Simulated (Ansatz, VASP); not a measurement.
One calculation of C, two programs

Contents of INCAR:

```
PREC = Accurate
ENCUT = 520
EDIFF = 1E-7
ISMEAR = 0
SIGMA = 0.05
LREAL = False
LASPH = True
NELM = 60
ALGO = Normal
ISIF = 2
LWAVE = False
LCHARG = False
NBANDS = 26
```

KPOINTS

```
Automatic mesh
0
Gamma
  8 8 8
```

POSCAR

```
C
1.0
   -2.4465542730      2.4465542730      2.3380863495
    2.4465542730     -2.4465542730      2.3380863495
    2.4465542730      2.4465542730     -2.3380863495
C
8
Direct
    0.3254710859      0.0000000000      0.0000000000
    0.6745289141      0.6745289141      0.6745289141
    0.0000000000      0.3254710859      0.0000000000
    0.0000000000      0.0000000000      0.3254710859
    0.0000000000      0.6745289141      0.0000000000
    0.3254710859      0.3254710859      0.3254710859
    0.6745289141      0.0000000000      0.0000000000
    0.0000000000      0.0000000000      0.6745289141
```

Input for Ansatz:

```yaml
crystal:
  lattice:
    - [-2.446554273, 2.446554273, 2.3380863495]
    - [2.446554273, -2.446554273, 2.3380863495]
    - [2.446554273, 2.446554273, -2.3380863495]
  atoms:
    - { symbol: C, position: [0.3254710859, 0.0, 0.0] }
    - { symbol: C, position: [0.6745289141, 0.6745289141, 0.6745289141] }
    - { symbol: C, position: [0.0, 0.3254710859, 0.0] }
    - { symbol: C, position: [0.0, 0.0, 0.3254710859] }
    - { symbol: C, position: [0.0, 0.6745289141, 0.0] }
    - { symbol: C, position: [0.3254710859, 0.3254710859, 0.3254710859] }
    - { symbol: C, position: [0.6745289141, 0.0, 0.0] }
    - { symbol: C, position: [0.0, 0.0, 0.6745289141] }
basis:
  ecutwfc: 420
kpoints:
  mp_grid: { grid: [8, 8, 8] }
hamiltonian:
  xc: lda
scf:
  occupations: { method: gaussian, width: 0.05 }
output:
  forces: true
  stress: true
  eigenvalues: true
```

Change from the starting cell: strain +0.015 along x and y, -0.030 along z, atoms carried along.

Alike in both runs: task single point; functional LDA; k mesh 8 × 8 × 8; occupations gaussian, width 0.05 eV; no spin polarisation.

|  | VASP | Ansatz |
| --- | --- | --- |
| version | VASP 6.6.1 | Ansatz 0.2.0 |
| potentials or method | VASP PAW LDA potentials, release 64 (C), cutoff 520 eV | scalar-relativistic, plane waves, PAW |
| valence electrons in the cell | 32 | 32 |

VASP gave:

| Property | Result |
| --- | --- |
| gap on the k mesh at the Fermi level (eV) | 2.46 |
| least direct gap on the mesh (eV) | 3.40 |
| pressure (GPa) | 2.0 |
| traceless stress, the component that is largest in VASP (GPa) | 19.12 |
| rms of the force components (eV/Å) | 0.594 |

Problem. Which values does Ansatz return?

Solution. gap on the k mesh at the Fermi level (eV): 2.47; least direct gap on the mesh (eV): 3.43; pressure (GPa): 0.9; traceless stress, the component that is largest in VASP (GPa): 18.97; rms of the force components (eV/Å): 0.581.

LDA's correlation is that of Perdew and Zunger in VASP and of Perdew and Wang (1992) in Ansatz. Atom by atom the forces differ by 0.030 eV/Å (rms over components).
